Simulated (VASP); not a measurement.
# CuAu (P4/mmm) in VASP: notebook

CuAu is run at these levels: PBE; tasks: single point.

Everything below comes from runs of VASP 6.6.1. Logs are shortened: lines on timing, memory, paths and dates and some standing lists are left out, and cuts for length are marked.

## 1. The cell of the first run

Symmetry: P4/mmm, No. 123, tetragonal system. The conventional cell has a = 2.870 Å, b = 2.870 Å, c = 3.670 Å, α = 90.00°, β = 90.00°, γ = 90.00°. Within 3.6 Å of Cu (site symmetry 4/mmm) lie 8 Au at 2.74 Å and 4 Cu at 2.87 Å. Au (site symmetry 4/mmm) has 8 Cu at 2.74 Å and 4 Au at 2.87 Å within 3.6 Å.

## 2. Single point, PBE (strain +0.025 along x and y, +0.000 along z)

INCAR

```
SYSTEM = CuAu
PREC = Accurate ; ENCUT = 520
EDIFF = 1E-6 ; ISMEAR = 0
SIGMA = 0.15 ; LREAL = .FALSE.
LASPH = .TRUE. ; NELM = 60
ALGO = Fast ; ISIF = 2
LWAVE = .FALSE. ; LCHARG = .TRUE.
GGA = PE ; LELF = .TRUE.
LVHAR = .TRUE. ; NBANDS = 18
```

KPOINTS

```
regular mesh
0
G
  18 18 14
  0 0 0
```

POSCAR

```
CuAu
1.0
    2.8700000000      0.0000000000      0.0000000000
    0.0000000000      2.8700000000      0.0000000000
    0.0000000000      0.0000000000      3.6700000000
Cu Au
1 1
Direct
    0.5000000000      0.5000000000      0.5000000000
    0.0000000000      0.0000000000      0.0000000000
```

Potentials or basis: VASP PAW PBE potentials, release 64 (Cu, Au).

On the command line:

```console
$ cat potpaw_PBE.64/Cu/POTCAR potpaw_PBE.64/Au/POTCAR > POTCAR
$ mpirun -np 1 vasp_std > vasp.out
```

OUTCAR:

```text
SYSTEM = CuAu
   PREC = Accurate
   ENCUT = 520
   EDIFF = 1E-6
   ISMEAR = 0
   LREAL = .FALSE.
   LASPH = .TRUE.
   NELM = 60
   ISIF = 2
   GGA = PE

 ion  position               nearest neighbor table
   1  0.500  0.500  0.500-   2 2.74   2 2.74   2 2.74   2 2.74   2 2.74   2 2.74   2 2.74   2 2.74

   2  0.000  0.000  0.000-   1 2.74   1 2.74   1 2.74   1 2.74   1 2.74   1 2.74   1 2.74   1 2.74

  LATTYP: Found a simple tetragonal cell.
 ALAT       =     2.8700000000
 C/A-ratio  =     1.2787456446

  Lattice vectors:

 A1 = (   2.8700000000,   0.0000000000,   0.0000000000)
 A2 = (   0.0000000000,   2.8700000000,   0.0000000000)
 A3 = (   0.0000000000,   0.0000000000,   3.6700000000)

Analysis of symmetry for initial positions (statically):
=====================================================================
 Subroutine PRICEL returns:
 Original cell was already a primitive cell.

 Routine SETGRP: Setting up the symmetry group for a
 simple tetragonal supercell.

 Subroutine GETGRP returns: Found 16 space group operations
 (whereof 16 operations were pure point group operations)
 out of a pool of 16 trial point group operations.

The static configuration has the point symmetry D_4h.

Analysis of symmetry for dynamics (positions and initial velocities):
=====================================================================
 Subroutine PRICEL returns:
 Original cell was already a primitive cell.

 Routine SETGRP: Setting up the symmetry group for a
 simple tetragonal supercell.

 Subroutine GETGRP returns: Found 16 space group operations
 (whereof 16 operations were pure point group operations)
 out of a pool of 16 trial point group operations.

The dynamic configuration has the point symmetry D_4h.

 Subroutine INISYM returns: Found 16 space group operations
 (whereof 16 operations are pure point group operations),
 and found     1 'primitive' translations

----------------------------------------------------------------------------------------

                                     Primitive cell

  volume of cell :      30.2294

  direct lattice vectors                    reciprocal lattice vectors
     2.870000000  0.000000000  0.000000000     0.348432056  0.000000000  0.000000000
     0.000000000  2.870000000  0.000000000     0.000000000  0.348432056  0.000000000
     0.000000000  0.000000000  3.670000000     0.000000000  0.000000000  0.272479564

  length of vectors
     2.870000000  2.870000000  3.670000000     0.348432056  0.348432056  0.272479564

  position of ions in fractional coordinates (direct lattice)
     0.500000000  0.500000000  0.500000000
     0.000000000  0.000000000  0.000000000

  ion indices of the primitive-cell ions
   primitive index   ion index
                 1           1
                 2           2

----------------------------------------------------------------------------------------

 KPOINTS: regular mesh

Automatic generation of k-mesh.
 Grid dimensions read from file:
 generate k-points for:   18   18   14

 Generating k-lattice:

  Cartesian coordinates                     Fractional coordinates (reciprocal lattice)
     0.019357336  0.000000000  0.000000000     0.055555556  0.000000000  0.000000000
     0.000000000  0.019357336  0.000000000     0.000000000  0.055555556  0.000000000
     0.000000000  0.000000000  0.019462826     0.000000000  0.000000000  0.071428571

  Length of vectors
     0.019357336  0.019357336  0.019462826

  Shift w.r.t. Gamma in fractional coordinates (k-lattice)
     0.000000000  0.000000000  0.000000000

 Subroutine IBZKPT returns following result:
 ===========================================

 Found    440 irreducible k-points:

 Following reciprocal coordinates:
            Coordinates               Weight
  0.000000  0.000000  0.000000      1.000000
  0.055556  0.000000  0.000000      4.000000
  0.111111  0.000000  0.000000      4.000000
  0.166667  0.000000  0.000000      4.000000
  0.222222  0.000000  0.000000      4.000000
  0.277778  0.000000  0.000000      4.000000
[... 16 lines left out ...]
  0.277778  0.111111  0.000000      8.000000
  0.333333  0.111111  0.000000      8.000000
 [... further k-points ...]
   k-points           NKPTS =    440   k-points in BZ     NKDIM =    440   number of bands    NBANDS=     18
   number of dos      NEDOS =    301   number of ions     NIONS =      2
   total plane-waves  NPLWV =  16128
   dimension x,y,z NGX =    24 NGY =   24 NGZ =   28
   dimension x,y,z NGXF=    48 NGYF=   48 NGZF=   56
   ions per type =               1   1
   NGX,Y,Z   is equivalent  to a cutoff of  13.90, 13.90, 12.68 a.u.
   NGXF,Y,Z  is equivalent  to a cutoff of  27.80, 27.80, 25.37 a.u.
 SYSTEM =  CuAu
   PREC   = accura    normal or accurate (medium, high low for compatibility)
   ISTART =      0    job   : 0-new  1-cont  2-samecut
   ICHARG =      2    charge: 1-file 2-atom 10-const
   ISPIN  =      1    spin polarized calculation?
   LNONCOLLINEAR =      F non collinear calculations
   LSORBIT =      F    spin-orbit coupling
   LASPH  =      T    aspherical Exc in radial PAW
   ENCUT  =  520.0 eV  38.22 Ry    6.18 a.u.   5.34  5.34  6.82*2*pi/ulx,y,z
   NELM   =     60;   NELMIN=  2; NELMDL= -5     # of ELM steps
   EDIFF  = 0.1E-05   stopping-criterion for ELM
   LREAL  =      F    real-space projection
   EDIFFG = 0.1E-04   stopping-criterion for IOM
   NSW    =      0    number of steps for IOM
   IBRION =     -1    ionic relax: 0-MD 1-quasi-New 2-CG
   NFREE  =      0    steps in history (QN), initial steepest desc. (CG)
   ISIF   =      2    stress and relaxation
   ISYM   =      2    0-nonsym 1-usesym 2-fastsym
   POTIM  = 0.5000    time-step for ionic-motion
   TEBEG  =    0.0;   TEEND  =   0.0 temperature during run
   PSTRESS=    0.0 pullay stress
   NELECT =      22.0000    total number of electrons
   NUPDOWN=      -1.0000    fix difference up-down
   EMIN   =  10.00;   EMAX   =-10.00  energy-range for DOS
   EFERMI =   0.00;   METHOD = LEGACY
   ISMEAR =     0;   SIGMA  =   0.15  broadening in eV -4-tet -1-fermi 0-gaus
   EFERMI_NEDOS =   21; number of points for ismear=-14 and -15
   IALGO  =     68    algorithm
   IMIX   =      4    mixing-type and parameters
     AMIX     =   0.40;   BMIX     =  1.00
     AMIX_MAG =   1.60;   BMIX_MAG =  1.00
  volume/ion in A,a.u.               =      15.11       102.00
  Fermi-wavevector in a.u.,A,eV,Ry     =   1.472558  2.782731 29.503245  2.168427
  Thomas-Fermi vector in A             =   2.587558
   LORBIT       =      0    0 simple, 1 ext, 2 COOP (PROOUT), +10 PAW based schemes
   GGA     = PE    functional components
   LHFCALC =     F    Hartree Fock is set to
   AEXX    =    0.0000 exact exchange contribution
   IVDW    =     0    specifies the selected vdW correction
   LEPSILON=     F    determine dielectric tensor
   LRPA    =     F    only Hartree local field effects (RPA)
 non-spin polarized calculation
 RMM-DIIS sequential band-by-band and
 Gauss-broadening in eV      SIGMA  =   0.15
  energy-cutoff  :      520.00
  volume of cell :       30.23
 maximum number of plane-waves:       840
 NGX is ok and might be reduce to    24
   NGX = 11   NGY = 11   NGZ = 13

 number of electron      22.0000002 magnetization

 Free energy of the ion-electron system (eV)
  ---------------------------------------------------
  ext. energy  EPLUGINS =         0.00000000
  ---------------------------------------------------
  free energy    TOTEN  =        -7.06831444 eV

  energy without entropy =       -7.06154079  energy(sigma->0) =       -7.06492762

 E-fermi :   8.2019     XC(G=0): -12.4437

 val. band max:        8.1920831327   @ k =   0.3889   0.3333   0.2857
 cond. band min:       8.2134346152   @ k =   0.3889   0.2778   0.3571
 fundamental gap:      0.0213514825
 Fermi energy:         8.2019343778

 k-point     1 :       0.0000    0.0000    0.0000
  band No.  band energies     occupation
      1      -1.2287      2.00000
      2       1.9283      2.00000
      3       2.0618      2.00000
      4       4.2401      2.00000
      5       4.2401      2.00000
      6       5.1748      2.00000
[... 10 lines left out ...]
     17      24.3545      0.00000
     18      25.5929      0.00000

 k-point     2 :       0.0556    0.0000    0.0000
  band No.  band energies     occupation
      1      -1.1600      2.00000
      2       1.9634      2.00000
      3       2.0976      2.00000
      4       4.2027      2.00000
      5       4.2558      2.00000
      6       5.1472      2.00000
[... 10 lines left out ...]
     17      24.8808      0.00000
     18      25.6202      0.00000

 k-point     3 :       0.1111    0.0000    0.0000
  band No.  band energies     occupation
      1      -0.9575      2.00000
      2       2.0488      2.00000
      3       2.2201      2.00000
      4       4.0932      2.00000
      5       4.3021      2.00000
      6       5.0669      2.00000
[... 10 lines left out ...]
     17      25.6363      0.00000
     18      26.3016      0.00000

 k-point     4 :       0.1667    0.0000    0.0000
  band No.  band energies     occupation
      1      -0.6322      2.00000
      2       2.1592      2.00000
      3       2.4416      2.00000
      4       3.9218      2.00000
      5       4.3767      2.00000
      6       4.9411      2.00000
[... 375 lines left out ...]
      4       3.6789      2.00000
      5       4.2746      2.00000
      6       4.6102      2.00000
[... 10 lines left out ...]
     17      24.9210      0.00000
     18      27.2333      0.00000

 k-point    23 :       0.2778    0.1111    0.0000
  band No.  band energies     occupation
      1       0.5534      2.00000
      2       2.6288      2.00000
      3       3.0940      2.00000
      4       3.4504      2.00000
      5       4.3021      2.00000
      6       4.4661      2.00000
[... 10 lines left out ...]
     17      23.7511      0.00000
     18      26.1171      0.00000

 k-point    24 :       0.3333    0.1111    0.0000
  band No.  band energies     occupation
      1       1.0745      2.00000
      2       2.7808      2.00000
      3       3.2385      2.00000
      4       3.3052      2.00000
      5       4.3212      2.00000
      6       4.4276      2.00000
[... 10 lines left out ...]
     17      22.5039      0.00000
     18      24.9287      0.00000

 [... further k-points ...]

------------------------ aborting loop because EDIFF is reached ----------------------------------------

  FORCE on cell =-STRESS in cart. coord.  units (eV):
  Direction    XX          YY          ZZ          XY          YZ          ZX
  --------------------------------------------------------------------------------------
  -------------------------------------------------------------------------------------
  Total       -0.1559586     -0.1559586     -0.1858675      0.0000000      0.0000000     -0.0000000
  in kB       -8.2658974     -8.2658974     -9.8510861      0.0000000      0.0000000     -0.0000000
  external PRESSURE =      -8.7942936 kB  Pullay stress =       0.0000000 kB

 VOLUME and BASIS-vectors are now :
 -----------------------------------------------------------------------------
  energy-cutoff  :      520.00
  volume of cell :       30.23
      direct lattice vectors                 reciprocal lattice vectors
     2.870000000  0.000000000  0.000000000     0.348432056  0.000000000  0.000000000
     0.000000000  2.870000000  0.000000000     0.000000000  0.348432056  0.000000000
     0.000000000  0.000000000  3.670000000     0.000000000  0.000000000  0.272479564

 POSITION                                       TOTAL-FORCE (eV/Angst)
 -----------------------------------------------------------------------------------
      1.43500      1.43500      1.83500         0.000000      0.000000      0.000000
      0.00000      0.00000      0.00000         0.000000      0.000000      0.000000
 -----------------------------------------------------------------------------------
    total drift:                                0.000000      0.000000     -0.000000

  FREE ENERGIE OF THE ION-ELECTRON SYSTEM (eV)
  ---------------------------------------------------
  free  energy   TOTEN  =        -7.0683144410 eV

  energy  without entropy=       -7.0615407946  energy(sigma->0) =       -7.06492762
```

It took 4.4 min on 1 thread of AMD EPYC 9R45 (Zen 5), shared host; peak memory 0.31 GiB.

What came out:

```
Free energy            : -7.0683 eV
Pressure               : -0.9 GPa
Band gap on the k mesh : zero (band 11 reaches 13.28 eV, above the bottom of band 12 at 6.24 eV)
```

Caveat: the cell differs from its parent crystal (strain +0.025 along x and y, +0.000 along z); spin-orbit coupling is left out, which moves the levels of the heavy elements.

## 3. Single point, PBE (strain +0.050 along x and y, -0.025 along z)

INCAR

```
  PREC = Accurate
  ENCUT = 520
  EDIFF = 1E-6
  ISMEAR = 0
  SIGMA = 0.15
  LREAL = F
  LASPH = T
  NELM = 80
  ALGO = Fast
  ISIF = 2
  LWAVE = F
  LCHARG = F
  GGA = PE
  NBANDS = 18
```

KPOINTS

```
Automatic mesh
0
Gamma
  18 18 14
```

POSCAR

```
CuAu
1.0
    2.9400000000      0.0000000000      0.0000000000
    0.0000000000      2.9400000000      0.0000000000
    0.0000000000      0.0000000000      3.5782500000
Cu Au
1 1
Direct
    0.5000000000      0.5000000000      0.5000000000
    0.0000000000      0.0000000000      0.0000000000
```

Potentials or basis: VASP PAW PBE potentials, release 64 (Cu, Au).

On the command line:

```console
$ cat potpaw_PBE.64/Cu/POTCAR potpaw_PBE.64/Au/POTCAR > POTCAR
$ mpirun -np 1 vasp_std > vasp.out
```

It took 4.4 min on 1 thread of AMD EPYC 9R45 (Zen 5), shared host; peak memory 0.32 GiB.

It converged, with:

```
Free energy            : -7.0554 eV
Pressure               : -4.0 GPa
Band gap on the k mesh : zero (band 11 reaches 12.69 eV, above the bottom of band 12 at 5.90 eV)
```

Stress tensor (GPa, compression positive):
```
-4.24  0.00  0.00
 0.00 -4.24  0.00
 0.00  0.00 -3.49
```

Levels at points of the mesh, in eV from the Fermi level:
```csv
k point,band 9,band 10,band 11,band 12,band 13,band 14
"(0.00, 0.00, 0.00)",-1.63,-1.45,-1.45,3.25,8.79,8.90
"(0.50, 0.00, 0.00)",-2.31,-2.11,-1.02,-0.62,10.00,10.09
"(0.50, 0.50, 0.00)",-1.30,-1.30,0.42,0.42,4.07,5.95
"(0.00, 0.00, 0.50)",-2.26,-2.26,-2.04,-1.96,13.60,13.69
"(0.50, 0.00, 0.50)",-1.47,-1.44,-0.76,-0.75,2.32,4.24
"(0.50, 0.50, 0.50)",-1.91,-1.66,4.81,5.14,5.35,5.35
```

Caveat: the cell differs from its parent crystal (strain +0.050 along x and y, -0.025 along z); spin-orbit coupling is left out, which moves the levels of the heavy elements.

## 4. Single point, PBE (strain +0.025 along x and y, +0.025 along z)

INCAR

```
SYSTEM = CuAu
PREC     = Accurate       ! precision mode
ENCUT    = 520            ! plane-wave cutoff, eV
EDIFF    = 1E-6           ! SCF threshold, eV
ISMEAR   = 0              ! smearing method
SIGMA    = 0.15           ! smearing width, eV
LREAL    = .False.        ! projectors in reciprocal space
LASPH    = .True.         ! aspherical terms in the spheres
NELM     = 80             ! most SCF steps
ALGO     = Fast           ! electronic algorithm
ISIF     = 2              ! what is computed and relaxed
LWAVE    = .False.        ! write WAVECAR
LCHARG   = .False.        ! write CHGCAR
GGA      = PE             ! functional
NBANDS   = 18             ! bands
```

KPOINTS

```
Automatic mesh
0
Gamma
  18 18 14
  0 0 0
```

POSCAR

```
CuAu
1.0
    2.8700000000      0.0000000000      0.0000000000
    0.0000000000      2.8700000000      0.0000000000
    0.0000000000      0.0000000000      3.7617500000
Cu Au
1 1
Direct
    0.5000000000      0.5000000000      0.5000000000
    0.0000000000      0.0000000000      0.0000000000
```

On the command line:

```console
$ cat potpaw_PBE.64/Cu/POTCAR potpaw_PBE.64/Au/POTCAR > POTCAR
$ mpirun -np 1 vasp_std > vasp.out
```

Wall time 4.4 min (1 thread of AMD EPYC 9R45 (Zen 5), shared host); peak memory 0.32 GiB.

It converged, with:

- Free energy: -7.0556 eV
- Pressure: -3.9 GPa
- Band gap on the k mesh: zero (band 11 reaches 12.95 eV, above the bottom of band 12 at 5.98 eV)

Stress tensor (GPa, compression positive):
```
-3.72  0.00  0.00
 0.00 -3.72  0.00
 0.00  0.00 -4.37
```

Levels at points of the mesh, in eV from the Fermi level:
```
           k point  band 7  band 8  band 9  band 10  band 11  band 12  band 13  band 14  band 15  band 16
(0.00, 0.00, 0.00)   -2.64   -2.03   -1.63    -1.44    -1.44     2.18     7.47     9.77     9.77    16.09
(0.50, 0.00, 0.00)   -2.80   -2.74   -2.24    -2.05    -0.83    -0.26     9.14     9.16    10.74    10.85
(0.50, 0.50, 0.00)   -1.62   -1.56   -1.35    -1.35     0.81     0.81     4.71     6.36     9.91    11.33
(0.00, 0.00, 0.50)   -2.96   -2.67   -2.19    -2.17    -2.17    -1.86    14.09    14.11    14.11    14.57
(0.50, 0.00, 0.50)   -1.81   -1.64   -1.54    -1.51    -0.81    -0.80     2.37     4.02    15.70    15.70
(0.50, 0.50, 0.50)   -2.94   -2.00   -1.68    -1.56     5.11     5.34     5.34     5.64     6.71     6.73
```

Caveat: the cell differs from its parent crystal (strain +0.025 along x and y, +0.025 along z); spin-orbit coupling is left out, which moves the levels of the heavy elements.

[end of part 1 of 2]
